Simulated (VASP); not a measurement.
Input of a VASP 6.6.1 run:

INCAR

```
SYSTEM = C
  ALGO = Normal
  EDIFF = 1E-6
  ENCUT = 520
  GGA = PS
  ISIF = 2
  ISMEAR = 0
  LASPH = .TRUE.
  LCHARG = .TRUE.
  LELF = .TRUE.
  LREAL = .FALSE.
  LVHAR = .TRUE.
  LWAVE = .FALSE.
  NBANDS = 16
  NELM = 100
  PREC = Accurate
  SIGMA = 0.01
```

Contents of KPOINTS:

```
k-points
0
G
  10 10 4
  0 0 0
```

File POSCAR:

```
C
1.0
    2.4465116514      0.0000000000      0.0000000000
   -1.2232558257      2.1187412408      0.0000000000
    0.0000000000      0.0000000000      7.2108719366
C
4
Direct
    0.0000000000      0.0000000000      0.0025000000
    0.0000000000      0.0000000000      0.5025000000
    0.3333333333      0.6666666667      0.0025000000
    0.6666666667      0.3333333333      0.5025000000
```

Potentials or basis: VASP PAW PBE potentials, release 64 (C).

Command:

```sh
$ cat potpaw_PBE.64/C/POTCAR > POTCAR
$ mpirun -np 1 vasp_std > vasp.out
```

Q: Predict the band gap on the k mesh.

A: 1.53 eV, direct.

Q: Estimate the pressure.

A: 4.7 GPa.

Stress tensor (GPa, compression positive):
```
6.96 0.00 0.00
0.00 6.96 0.00
0.00 0.00 0.08
```

Caveat: the PAW data sets were made with another functional, which shifts forces and pressure a little; this functional lacks dispersion, which binds the layers, so the pressure and a relaxed spacing across them are unreliable. A k mesh can miss the band edges.
